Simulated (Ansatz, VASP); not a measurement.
One calculation of VN2, two programs

Contents of INCAR:

```
  PREC = Accurate
  ENCUT = 520
  EDIFF = 1E-6
  ISMEAR = 0
  SIGMA = 0.15
  LREAL = F
  LASPH = T
  NELM = 80
  ALGO = Normal
  ISIF = 2
  LWAVE = F
  LCHARG = T
  GGA = PS
  LELF = T
  LVHAR = T
  NBANDS = 32
```

Contents of KPOINTS:

```
Automatic mesh
0
Gamma
  16 16 16
```

Contents of POSCAR:

```
VN2
1.0
   -2.1835806704      2.1835806704      2.5166634980
    2.1835806704     -2.1835806704      2.5166634980
    2.1835806704      2.1835806704     -2.5166634980
V N
2 4
Direct
    0.2500000000      0.2500000000      0.0000000000
    0.7500000000      0.7500000000      0.0000000000
    0.1142608421      0.6142608421      0.7285216842
    0.6142608421      0.8857391579      0.5000000000
    0.8857391579      0.3857391579      0.2714783159
    0.3857391579      0.1142608421      0.5000000000
```

Input for Ansatz:

```yaml
crystal:
  lattice:
    - [-2.1835806704, 2.1835806704, 2.516663498]
    - [2.1835806704, -2.1835806704, 2.516663498]
    - [2.1835806704, 2.1835806704, -2.516663498]
  atoms:
    - { symbol: V, position: [0.25, 0.25, 0.0] }
    - { symbol: V, position: [0.75, 0.75, 0.0] }
    - { symbol: "N", position: [0.1142608421, 0.6142608421, 0.7285216842] }
    - { symbol: "N", position: [0.6142608421, 0.8857391579, 0.5] }
    - { symbol: "N", position: [0.8857391579, 0.3857391579, 0.2714783159] }
    - { symbol: "N", position: [0.3857391579, 0.1142608421, 0.5] }
basis:
  ecutwfc: 420
kpoints:
  mp_grid: { grid: [16, 16, 16] }
hamiltonian:
  xc: pbesol
scf:
  occupations: { method: gaussian, width: 0.15 }
output:
  forces: true
  stress: true
  eigenvalues: true
```

Change from the starting cell: strain +0.025 along x and y, +0.025 along z, atoms carried along.

Alike in both runs: task single point; functional PBEsol; k mesh 16 × 16 × 16; occupations gaussian, width 0.15 eV; no spin polarisation.

|  | VASP | Ansatz |
| --- | --- | --- |
| version | VASP 6.6.1 | Ansatz 0.2.0 |
| potentials or method | VASP PAW PBE potentials, release 64 (V_sv, N), cutoff 520 eV | scalar-relativistic, plane waves, PAW |
| valence electrons in the cell | 46 | 46 |

|  | VASP | Ansatz | Ansatz less VASP |
| --- | --- | --- | --- |
| gap on the k mesh at the Fermi level (eV) | none | none | - |
| pressure (GPa) | -22.1 | -22.7 | -0.58 |
| traceless stress, the component that is largest in VASP (GPa) | 2.31 | 2.59 | +0.275 |
| rms of the force components (eV/Å) | 0.210 | 0.248 | +0.0378 |

VASP's potentials were made for PBE, not for PBEsol. Atom by atom the forces differ by 0.038 eV/Å (rms over components). A gap of «none» marks a metal or a gap that the smearing closes.
